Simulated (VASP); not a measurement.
PbS: single point with LDA

PbS:

```
Pb S
1.0
     0.00000    2.88743    2.88743
     2.88743    0.00000    2.88743
     2.88743    2.88743    0.00000
Pb S
1 1
Direct
  0.00000 0.00000 0.00000
  0.50000 0.50000 0.50000
```

```json
{
 "Program": "VASP 6.6.1",
 "Task": "single point",
 "Functional": "LDA",
 "Potentials or basis": "VASP PAW LDA potentials, release 64 (Pb_d, S)",
 "Cutoff": "500 eV",
 "k mesh": "6 × 6 × 6",
 "Occupations": "gaussian, width 0.01 eV",
 "Spin": "no spin polarisation"
}
```

```json
{
 "Pressure": "2.1 GPa",
 "Band gap on the k mesh": "0.10 eV"
}
```

Levels at points of the mesh, in eV from the valence-band top:
```
           k point  band 6  band 7  band 8  band 9  band 10  band 11  band 12  band 13  band 14  band 15
(0.00, 0.00, 0.00)  -14.34   -5.93   -2.59   -2.59    -2.59     5.32     5.32     5.32     6.44     6.44
(0.50, 0.00, 0.00)  -12.85   -9.44   -2.11   -2.11     0.00     0.10     1.65     1.65     8.58     9.94
(0.50, 0.50, 0.00)  -12.25   -7.41   -5.98   -4.01    -4.01     3.38     5.73     5.87     5.87    11.25
```

Run time: 18 s on 1 thread of Intel Xeon 8259CL (shared host), peak memory 0.15 GiB.

Caveat: spin-orbit coupling is left out, which moves the levels of the heavy elements. A k mesh can miss the band edges.
